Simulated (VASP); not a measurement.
Ga3Se: single point with PBE

The system is Ga3Se.

```
CELL_PARAMETERS angstrom
4.43246 0.00000 0.00000
0.00000 4.43246 0.00000
0.00000 0.00000 4.43246
ATOMIC_POSITIONS crystal
Se 0.00000 0.00000 0.00000
Ga 0.50000 0.50000 0.00000
Ga 0.50000 0.00000 0.50000
Ga 0.00000 0.50000 0.50000
```

* Program: VASP 6.6.1
* Task: single point
* Functional: PBE
* Potentials or basis: VASP PAW PBE potentials, release 64 (Se, Ga_d)
* Cutoff: 520 eV
* k mesh: 5 × 5 × 5
* Occupations: gaussian, width 0.1 eV
* Spin: non-collinear spin, zero start, spin-orbit coupling
* Starting moments: [[0.0, 0.0, 0.0], [0.0, 0.0, 0.0], [0.0, 0.0, 0.0], [0.0, 0.0, 0.0]] μB
* Dipole correction: no
* Further INCAR settings: ALGO = Normal; EDIFF = 1e-06; NBANDS = 59

| Quantity | Value |
| --- | --- |
| Pressure | -0.2 GPa |
| Net moment | 0.00 μB per cell |
| Valence electrons inside the program's atomic spheres | Se 3.74; Ga 11.44 |

Moments on the atoms (μB; x, y, z):
```
Se  0.00 0.00 0.00
Ga  0.00 0.00 0.00
Ga  0.00 0.00 0.00
Ga  0.00 0.00 0.00
```

Run time: 53 s on 1 thread of Intel(R) Xeon(R) 6975P-C (Granite Rapids), on a shared host, peak memory 0.42 GiB.
